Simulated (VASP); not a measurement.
# HgS (F-43m) in VASP: further runs, part 2 of 2

VASP 6.6.1. Earlier steps stand in the parts before.

### 3 Single point, PBE-based global hybrid with 15 % exact exchange

POSCAR

```
HgS
1.0
    0.0000000000      2.9289995691      2.9289995691
    2.9289995691      0.0000000000      2.9289995691
    2.9289995691      2.9289995691      0.0000000000
Hg S
1 1
Direct
    0.0000000000      0.0000000000      0.0000000000
    0.7500000000      0.7500000000      0.7500000000
```

INCAR.step1

```
SYSTEM = HgS
PREC = Accurate
ENCUT = 400
EDIFF = 1E-5
ISMEAR = 0
SIGMA = 0.05
LREAL = .False.
LASPH = .True.
NELM = 120
ALGO = Normal
ISIF = 2
LWAVE = .True.
LCHARG = .False.
GGA = PE
NBANDS = 16
GGA_COMPAT = .False.
```

INCAR.step2

```
SYSTEM = HgS
PREC = Accurate
ENCUT = 400
EDIFF = 1E-6
ISMEAR = 0
SIGMA = 0.05
LREAL = .False.
LASPH = .True.
NELM = 120
ALGO = Normal
ISIF = 2
LWAVE = .False.
LCHARG = .False.
GGA = PE
LHFCALC = .True.
AEXX = 0.15
PRECFOCK = Normal
ISTART = 1
NBANDS = 16
GGA_COMPAT = .False.
```

KPOINTS

```
regular mesh
0
Gamma
  6 6 6
  0 0 0
```

Potentials or basis: VASP PAW PBE potentials, release 64 (Hg, S).

The run is started by

```
cat potpaw_PBE.64/Hg/POTCAR potpaw_PBE.64/S/POTCAR > POTCAR
cp INCAR.step1 INCAR
mpirun -np 1 vasp_std > vasp.out
cp INCAR.step2 INCAR
mpirun -np 1 vasp_std > vasp.out
```

OUTCAR:

```text
SYSTEM = HgS
   PREC = Accurate
   ENCUT = 400
   EDIFF = 1E-6
   ISMEAR = 0
   LREAL = .False.
   LASPH = .True.
   NELM = 120
   ISIF = 2
   GGA = PE
   LHFCALC = .True.
   AEXX = 0.15
   PRECFOCK = Normal
   ISTART = 1

 ion  position               nearest neighbor table
   1  0.000  0.000  0.000-   2 2.54   2 2.54   2 2.54   2 2.54
   2  0.750  0.750  0.750-   1 2.54   1 2.54   1 2.54   1 2.54

  LATTYP: Found a face centered cubic cell.
 ALAT       =     5.8579991382

  Lattice vectors:

 A1 = (   0.0000000000,   2.9289995691,   2.9289995691)
 A2 = (   2.9289995691,   0.0000000000,   2.9289995691)
 A3 = (   2.9289995691,   2.9289995691,   0.0000000000)

Analysis of symmetry for initial positions (statically):
=====================================================================
 Subroutine PRICEL returns:
 Original cell was already a primitive cell.

 Routine SETGRP: Setting up the symmetry group for a
 face centered cubic supercell.

 Subroutine GETGRP returns: Found 24 space group operations
 (whereof 24 operations were pure point group operations)
 out of a pool of 48 trial point group operations.

The static configuration has the point symmetry T_d .

Analysis of symmetry for dynamics (positions and initial velocities):
=====================================================================
 Subroutine PRICEL returns:
 Original cell was already a primitive cell.

 Routine SETGRP: Setting up the symmetry group for a
 face centered cubic supercell.

 Subroutine GETGRP returns: Found 24 space group operations
 (whereof 24 operations were pure point group operations)
 out of a pool of 48 trial point group operations.

[... 112 lines left out ...]
  volume/ion in A,a.u.               =      25.13       169.57
  Fermi-wavevector in a.u.,A,eV,Ry     =   1.162616  2.197026 18.390673  1.351676
  Thomas-Fermi vector in A             =   2.299175
   LORBIT       =      0    0 simple, 1 ext, 2 COOP (PROOUT), +10 PAW based schemes
   GGA     = PE    functional components
   LHFCALC =     T    Hartree Fock is set to
   PRECFOCK=normal    Normal, Fast or Accurate (Low or Medium for compatibility)
   ENCUT4O =  -1.0   cutoff for four orbital integrals eV
   NKREDX  =     1    reduce k-point grid by
   NKREDY  =     1    reduce k-point grid by
   NKREDZ  =     1    reduce k-point grid by
   AEXX    =    0.1500 exact exchange contribution
   HFSCREEN=    0.0000 screening length (either q_TF or 0.3 A-1)
   HFSCREENC=   0.0000 screening length for correlation (either q_TF or 0.3 A-1)
   ENCUTFOCK=  -1.0 apply spherical cutoff to Coloumb kernel
   IVDW    =     0    specifies the selected vdW correction
   LEPSILON=     F    determine dielectric tensor
   LRPA    =     F    only Hartree local field effects (RPA)
 non-spin polarized calculation
 Gauss-broadening in eV      SIGMA  =   0.05
  energy-cutoff  :      400.00
  volume of cell :       50.26
 maximum number of plane-waves:       941
  NGX = 24; NGY = 24; NGZ = 24

 number of electron      18.0000004 magnetization

 Free energy of the ion-electron system (eV)
  ---------------------------------------------------
  ext. energy  EPLUGINS =         0.00000000
  ---------------------------------------------------
  free energy    TOTEN  =        -5.63366524 eV

  energy without entropy =       -5.63366524  energy(sigma->0) =       -5.63366524

 E-fermi :   1.7788     XC(G=0):  -8.1049

 val. band max:        1.5600104060   @ k =   0.0000   0.0000   0.0000
 cond. band min:       1.9816051675   @ k =   0.0000   0.0000   0.0000
 fundamental gap:      0.4215947615
 Fermi energy:         1.7787797195

 k-point     1 :       0.0000    0.0000    0.0000
  band No.  band energies     occupation
      1     -12.5220      2.00000
      2      -6.1464      2.00000
      3      -6.1464      2.00000
      4      -6.1464      2.00000
      5      -5.2311      2.00000
      6      -5.2311      2.00000
[... 281 lines left out ...]
      3      -5.6280      2.00000
      4      -5.4342      2.00000
      5      -5.1775      2.00000
      6      -4.5151      2.00000
[... 8 lines left out ...]
     15      15.4590      0.00000
     16      15.6839      0.00000

------------------------ aborting loop because EDIFF is reached ----------------------------------------

  FORCE on cell =-STRESS in cart. coord.  units (eV):
  Direction    XX          YY          ZZ          XY          YZ          ZX
  --------------------------------------------------------------------------------------
  -------------------------------------------------------------------------------------
  Total        0.9502854      0.9502854      0.9502854      0.0000000      0.0000000      0.0000000
  in kB       30.2954032     30.2954032     30.2954032      0.0000000      0.0000000      0.0000000
  external PRESSURE =      30.2954032 kB  Pullay stress =       0.0000000 kB

 VOLUME and BASIS-vectors are now :
 -----------------------------------------------------------------------------
  energy-cutoff  :      400.00
  volume of cell :       50.26
      direct lattice vectors                 reciprocal lattice vectors
     0.000000000  2.928999569  2.928999569    -0.170706751  0.170706751  0.170706751
     2.928999569  0.000000000  2.928999569     0.170706751 -0.170706751  0.170706751
     2.928999569  2.928999569  0.000000000     0.170706751  0.170706751 -0.170706751

 POSITION                                       TOTAL-FORCE (eV/Angst)
 -----------------------------------------------------------------------------------
      0.00000      0.00000      0.00000        -0.000000     -0.000000     -0.000000
      4.39350      4.39350      4.39350         0.000000      0.000000      0.000000
 -----------------------------------------------------------------------------------
    total drift:                               -0.000016     -0.000010     -0.000010

  FREE ENERGIE OF THE ION-ELECTRON SYSTEM (eV)
  ---------------------------------------------------
  free  energy   TOTEN  =        -5.6336652449 eV

  energy  without entropy=       -5.6336652449  energy(sigma->0) =       -5.63366524
```

OSZICAR.step1:

```text
N       E                     dE             d eps       ncg     rms          rms(c)
DAV:   1     0.938716921696E+02    0.93872E+02   -0.76452E+03   528   0.826E+02
DAV:   2    -0.172323028850E+01   -0.95595E+02   -0.90666E+02   632   0.225E+02
DAV:   3    -0.493343990820E+01   -0.32102E+01   -0.32050E+01   656   0.420E+01
DAV:   4    -0.495272720961E+01   -0.19287E-01   -0.19286E-01   640   0.332E+00
DAV:   5    -0.495299430068E+01   -0.26709E-03   -0.26709E-03   648   0.365E-01    0.106E+01
DAV:   6    -0.451231473761E+01    0.44068E+00   -0.73002E-01   800   0.122E+01    0.814E+00
DAV:   7    -0.450305890374E+01    0.92558E-02   -0.16879E-01   584   0.290E+00    0.360E+00
DAV:   8    -0.450118155420E+01    0.18773E-02   -0.18240E-02   632   0.169E+00    0.266E-01
DAV:   9    -0.450091482645E+01    0.26673E-03   -0.20687E-03   616   0.701E-01    0.713E-02
DAV:  10    -0.450093663198E+01   -0.21806E-04   -0.19178E-04   656   0.157E-01    0.616E-02
DAV:  11    -0.450095859179E+01   -0.21960E-04   -0.37551E-05   600   0.575E-02    0.221E-02
DAV:  12    -0.450096315478E+01   -0.45630E-05   -0.87417E-06   432   0.249E-02
   1 F= -.45009632E+01 E0= -.45007846E+01  d E =-.357089E-03
```

Wall time 15 min (1 thread of Intel Xeon 6975P-C (Granite Rapids), shared host); peak memory 0.18 GiB.

Results:

* Free energy: -5.6337 eV
* Pressure: 3.0 GPa
* Band gap on the k mesh: 0.42 eV

Levels at points of the mesh, in eV from the valence-band top:
```csv
k point,band 7,band 8,band 9,band 10,band 11,band 12
"(0.00, 0.00, 0.00)",0.00,0.00,0.00,0.42,7.06,7.06
"(0.50, 0.00, 0.00)",-5.79,-1.04,-1.04,2.57,7.82,7.82
"(0.50, 0.50, 0.00)",-5.15,-2.48,-2.48,4.25,4.32,9.67
```

Caveat: the cell stands under pressure; the PAW data sets were made with another functional, which shifts forces and pressure a little; spin-orbit coupling is left out, which moves the levels of the heavy elements.

### 4 Single point, PBE-based screened hybrid with 30 % exact exchange

POSCAR is that of step 3.

INCAR.step1

```
SYSTEM = HgS
PREC     = Accurate       ! precision mode
ENCUT    = 400            ! plane-wave cutoff, eV
EDIFF    = 1E-5           ! SCF threshold, eV
ISMEAR   = 0              ! smearing method
SIGMA    = 0.05           ! smearing width, eV
LREAL    = .FALSE.        ! projectors in reciprocal space
LASPH    = .TRUE.         ! aspherical terms in the spheres
NELM     = 120            ! most SCF steps
ALGO     = Normal         ! electronic algorithm
ISIF     = 2              ! what is computed and relaxed
LWAVE    = .TRUE.         ! write WAVECAR
LCHARG   = .FALSE.        ! write CHGCAR
GGA      = PE             ! functional
NBANDS   = 16             ! bands
GGA_COMPAT= .FALSE.
```

INCAR.step2

```
SYSTEM = HgS
PREC     = Accurate       ! precision mode
ENCUT    = 400            ! plane-wave cutoff, eV
EDIFF    = 1E-6           ! SCF threshold, eV
ISMEAR   = 0              ! smearing method
SIGMA    = 0.05           ! smearing width, eV
LREAL    = .FALSE.        ! projectors in reciprocal space
LASPH    = .TRUE.         ! aspherical terms in the spheres
NELM     = 120            ! most SCF steps
ALGO     = Normal         ! electronic algorithm
ISIF     = 2              ! what is computed and relaxed
LWAVE    = .FALSE.        ! write WAVECAR
LCHARG   = .FALSE.        ! write CHGCAR
GGA      = PE             ! functional
LHFCALC  = .TRUE.         ! exact exchange
AEXX     = 0.3            ! exact-exchange fraction
HFSCREEN = 0.20787        ! screening, 1/A
PRECFOCK = Normal       
ISTART   = 1            
NBANDS   = 16             ! bands
GGA_COMPAT= .FALSE.
```

KPOINTS

```
regular mesh
0
G
  6 6 6
  0 0 0
```

The run is started by

```
cat potpaw_PBE.64/Hg/POTCAR potpaw_PBE.64/S/POTCAR > POTCAR
cp INCAR.step1 INCAR
mpirun -np 1 vasp_std > vasp.out
cp INCAR.step2 INCAR
mpirun -np 1 vasp_std > vasp.out
```

Wall time 21 min (1 thread of Intel Xeon 6975P-C (Granite Rapids), shared host); peak memory 0.28 GiB.

The run converged. Its results:

- Free energy: -6.1650 eV
- Pressure: 2.0 GPa
- Band gap on the k mesh: 0.62 eV

Levels at points of the mesh, in eV from the valence-band top:
| k point | band 5 | band 6 | band 7 | band 8 | band 9 | band 10 | band 11 | band 12 | band 13 | band 14 |
| --- | --- | --- | --- | --- | --- | --- | --- | --- | --- | --- |
| (0.00, 0.00, 0.00) | -7.31 | -7.31 | 0.00 | 0.00 | 0.00 | 0.62 | 7.28 | 7.28 | 7.28 | 11.40 |
| (0.50, 0.00, 0.00) | -7.24 | -6.86 | -5.94 | -1.07 | -1.07 | 2.76 | 8.05 | 8.05 | 8.32 | 11.55 |
| (0.50, 0.50, 0.00) | -7.15 | -6.82 | -5.32 | -2.56 | -2.56 | 4.42 | 4.45 | 9.97 | 11.95 | 11.95 |

Caveat: the PAW data sets were made with another functional, which shifts forces and pressure a little; spin-orbit coupling is left out, which moves the levels of the heavy elements.

### 5 Overview

| level | share of exact exchange | screening parameter | gap on the mesh (eV) | pressure (GPa) |
| --- | --- | --- | --- | --- |
| PBE-based global hybrid with 5 % exact exchange | 0.05 | - | none | 3.9 |
| PBE-based global hybrid with 15 % exact exchange | 0.15 | - | 0.42 | 3.0 |
| PBE-based screened hybrid with 30 % exact exchange | 0.3 | 0.20787 1/Å | 0.62 | 2.0 |

Alike in all rows: task single point; potentials or basis VASP PAW PBE potentials, release 64 (Hg, S); no spin polarisation; cell as given; k mesh 6 × 6 × 6; cutoff (eV) 400; smearing gaussian 0.05 eV.

On the cell as given the gap runs from zero (PBE-based global hybrid with 5 % exact exchange) to 0.62 eV (PBE-based screened hybrid with 30 % exact exchange). The pressure there spans 2.0 GPa (PBE-based screened hybrid with 30 % exact exchange) to 3.9 GPa (PBE-based global hybrid with 5 % exact exchange); a positive pressure means that this level wants a larger cell, a negative one a smaller.

Caveats: the PAW data sets were made with another functional, which shifts forces and pressure a little; spin-orbit coupling is left out, which moves the levels of the heavy elements; the cell stands under pressure (at least some runs).

Total energies depend on the potentials used, so only differences within one code and one set of settings carry meaning.
